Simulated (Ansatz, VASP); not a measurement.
## BN: VASP beside Ansatz

The input POSCAR:

```
BN
1.0
    2.5439499996      0.0000000000      0.0000000000
   -1.2719749998      2.2031253256      0.0000000000
    0.0000000000      0.0000000000      4.2919716483
B N
2 2
Direct
    0.3333333333      0.6666666667     -0.0001346901
    0.6666666667      0.3333333333      0.4998653099
    0.3333333333      0.6666666667      0.3751346901
    0.6666666667      0.3333333333      0.8751346901
```

File INCAR.step1:

```
SYSTEM = BN
PREC = Accurate ; ENCUT = 520
ISMEAR = 0 ; SIGMA = 0.01
LREAL = .FALSE. ; LASPH = .TRUE.
NELM = 100 ; NBANDS = 16
GGA = PE ; ALGO = Normal
EDIFF = 1E-4 ; LWAVE = .TRUE.
LCHARG = .FALSE.
```

Contents of INCAR.step2:

```
SYSTEM = BN
PREC = Accurate ; ENCUT = 520
EDIFF = 1E-7 ; ISMEAR = 0
SIGMA = 0.01 ; LREAL = .FALSE.
LASPH = .TRUE. ; NELM = 100
ALGO = Normal ; ISIF = 2
LWAVE = .FALSE. ; LCHARG = .FALSE.
METAGGA = R2SCAN ; LMIXTAU = .TRUE.
NBANDS = 16 ; ISTART = 1
```

Contents of KPOINTS:

```
Automatic mesh
0
G
  12 12 6
  0 0 0
```

Input for Ansatz:

```yaml
crystal:
  lattice:
    - [2.5439499996, 0.0, 0.0]
    - [-1.2719749998, 2.2031253256, 0.0]
    - [0.0, 0.0, 4.2919716483]
  atoms:
    - { symbol: B, position: [0.3333333333, 0.6666666667, -0.0001346901] }
    - { symbol: B, position: [0.6666666667, 0.3333333333, 0.4998653099] }
    - { symbol: "N", position: [0.3333333333, 0.6666666667, 0.3751346901] }
    - { symbol: "N", position: [0.6666666667, 0.3333333333, 0.8751346901] }
kpoints:
  mp_grid: { grid: [12, 12, 6] }
  band_path:
    path:
      - [0.0, 0.0, 0.0]
      - [0.5, 0.0, 0.0]
      - [0.3333333333, 0.3333333333, 0.0]
      - [0.0, 0.0, 0.5]
      - [0.5, 0.0, 0.5]
      - [0.3333333333, 0.3333333333, 0.5]
      - [0.1, 0.0, 0.0]
    npoints: 1
hamiltonian:
  xc: r2scan
scf:
  occupations: { method: fixed }
  n_extra_bands: 5
output:
  forces: true
  stress: true
  eigenvalues: true
```

Change from the starting cell: uniaxial_z strain +2.0%.

Alike in both runs: task single point; functional r2SCAN; k mesh 12 × 12 × 6; no spin polarisation.

```csv
,VASP,Ansatz
version,VASP 6.6.1,Ansatz 0.2.0
potentials or method,"VASP PAW PBE potentials, release 64 (B, N)","plane waves, PAW"
plane-wave cutoff (eV),520,500
occupations,"gaussian, width 0.01 eV",fixed
valence electrons in the cell,16,16
```

|  | VASP | Ansatz | Ansatz less VASP |
| --- | --- | --- | --- |
| gap on the k mesh at the Fermi level (eV) | 5.72 | 5.75 | +0.032 |
| pressure (GPa) | -6.2 | -7.3 | -1.04 |
| traceless stress, the component that is largest in VASP (GPa) | -12.46 | -12.36 | +0.100 |
| rms of the force components (eV/Å) | 0.005 | 0.000 | -0.0047 |

VASP's potentials were made for PBE, not for r2SCAN. Atom by atom the forces differ by 0.005 eV/Å (rms over components).
